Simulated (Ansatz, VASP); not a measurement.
**One calculation of HfH5, two programs**

The input INCAR:

```
ALGO = Normal
EDIFF = 1E-6
EDIFFG = -0.04
ENCUT = 600
GGA = PE
IBRION = 2
ISIF = 3
ISMEAR = 0
LASPH = True
LCHARG = False
LREAL = False
LWAVE = False
NELM = 80
NSW = 90
PREC = Accurate
SIGMA = 0.1
```

The input KPOINTS:

```
k-points
0
Gamma
  6 6 4
```

Contents of POSCAR:

```
HfH5
1.0
    3.7399368800      0.0000000000      0.0000000000
   -1.8699684400      3.2388803500      0.0000000000
    0.0000000000      0.0000000000      5.0607446200
Hf H
1 5
Direct
    0.0000000000      0.0000000000      0.0000000000
    0.6666666700      0.3333333300      0.8183208400
    0.6666666700      0.3333333300      0.1816791600
    0.7676399000      0.2323601000      0.0000000000
    0.7676399000      0.5352798100      0.0000000000
    0.4647201900      0.2323601000      0.0000000000
```

Input for Ansatz:

```yaml
crystal:
  lattice:
    - [3.73993688, 0.0, 0.0]
    - [-1.86996844, 3.23888035, 0.0]
    - [0.0, 0.0, 5.06074462]
  atoms:
    - { symbol: Hf, position: [0.0, 0.0, 0.0] }
    - { symbol: H, position: [0.66666667, 0.33333333, 0.81832084] }
    - { symbol: H, position: [0.66666667, 0.33333333, 0.18167916] }
    - { symbol: H, position: [0.7676399, 0.2323601, 0.0] }
    - { symbol: H, position: [0.7676399, 0.53527981, 0.0] }
    - { symbol: H, position: [0.46472019, 0.2323601, 0.0] }
basis:
  ecutwfc: 420
kpoints:
  mp_grid: { grid: [6, 6, 4] }
hamiltonian:
  xc: pbe
scf:
  occupations: { method: gaussian, width: 0.1 }
  lower_state_search: "off"
output:
  forces: true
  stress: true
  eigenvalues: true
relax:
  adjacent_minimum: "off"
  f_tol: 0.04
  max_steps: 70
  cell: { stress_tol: 0.4 }
```

Alike in both runs: task relaxation of cell and atoms; functional PBE; k mesh 6 × 6 × 4; occupations gaussian, width 0.1 eV; no spin polarisation.

|  | VASP | Ansatz |
| --- | --- | --- |
| version | VASP 6.6.1 | Ansatz 0.2.0 |
| potentials or method | VASP PAW PBE potentials, release 64 (Hf_pv, H), cutoff 600 eV | scalar-relativistic, plane waves, PAW |
| valence electrons in the cell | 15 | 31 |

```csv
,VASP,Ansatz,Ansatz less VASP
"gap on the k mesh at the Fermi level, each at its own relaxed structure (eV)",none,none,-
relaxed volume (Å³/atom),17.34,29.39,+12.051
relaxed cell length with the largest relative difference (Å),5.622,7.657,+2.0355
```

A gap of «none» marks a metal or a gap that the smearing closes. One of these differences is far larger than is usual between the two programs; its cause wasn't traced. VASP's potentials hold 15 valence electrons a cell and Ansatz's 31, so a difference there can come from the potentials and not from the codes.

Neither program's run includes spin-orbit coupling. Noted on VASP's run: the volume moved by over 15 % at a fixed basis, so the end points are rough.
